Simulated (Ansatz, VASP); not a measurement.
**Ba in VASP and in Ansatz**

The input INCAR:

```
SYSTEM = Ba
PREC = Accurate
ENCUT = 500
EDIFF = 1E-6
ISMEAR = -1
SIGMA = 0.1
LREAL = .False.
LASPH = .True.
NELM = 120
ALGO = Normal
ISIF = 2
LWAVE = .False.
LCHARG = .True.
LELF = .True.
LVHAR = .True.
NBANDS = 17
GGA_COMPAT = .False.
```

File KPOINTS:

```
regular mesh
0
Gamma
  10 10 5
  0 0 0
```

The input POSCAR:

```
Ba
1.0
    4.3432111814      0.0000000000      0.0000000000
   -2.1716055907      3.7613312171      0.0000000000
    0.0000000000      0.0000000000      7.0407187776
Ba
2
Direct
    0.3333333333      0.6666666667      0.2500000000
    0.6666666667      0.3333333333      0.7500000000
```

Input for Ansatz:

```yaml
crystal:
  lattice:
    - [4.3432111814, 0.0, 0.0]
    - [-2.1716055907, 3.7613312171, 0.0]
    - [0.0, 0.0, 7.0407187776]
  atoms:
    - { symbol: Ba, position: [0.3333333333, 0.6666666667, 0.25] }
    - { symbol: Ba, position: [0.6666666667, 0.3333333333, 0.75] }
hamiltonian:
  xc: lda
  pseudopotentials:
    kind: paw
    azcp:
      Ba: "pseudopotentials/Ba.paw.azcp"
basis:
  ecutwfc: 420
  fft_grid_basis: typed
kpoints:
  mp_grid: { grid: [10, 10, 5], shift: [0, 0, 0] }
magnetization:
  spin_polarized: false
scf:
  occupations: { method: fermi_dirac, width: 0.1 }
  lower_state_search: "off"
output:
  stress: true
```

Alike in both runs: task single point; functional LDA; k mesh 10 × 10 × 5; occupations fermi-dirac, width 0.1 eV; no spin polarisation.

|  | VASP | Ansatz |
| --- | --- | --- |
| version | VASP 6.6.1 | Ansatz 0.2.0 |
| potentials or method | VASP PAW LDA potentials, release 64 (Ba_sv), cutoff 500 eV | plane waves (420 eV) with PAW, scalar-relativistic |
| valence electrons in the cell | 20 | 20 |

```csv
,VASP,Ansatz,Ansatz less VASP
pressure (GPa),-0.6,-0.6,-0.06
```

Ansatz warns that its potentials were made for another functional, while VASP's fit it. LDA's correlation is that of Perdew and Zunger in VASP and of Perdew and Wang (1992) in Ansatz.

Spin-orbit coupling is off throughout.
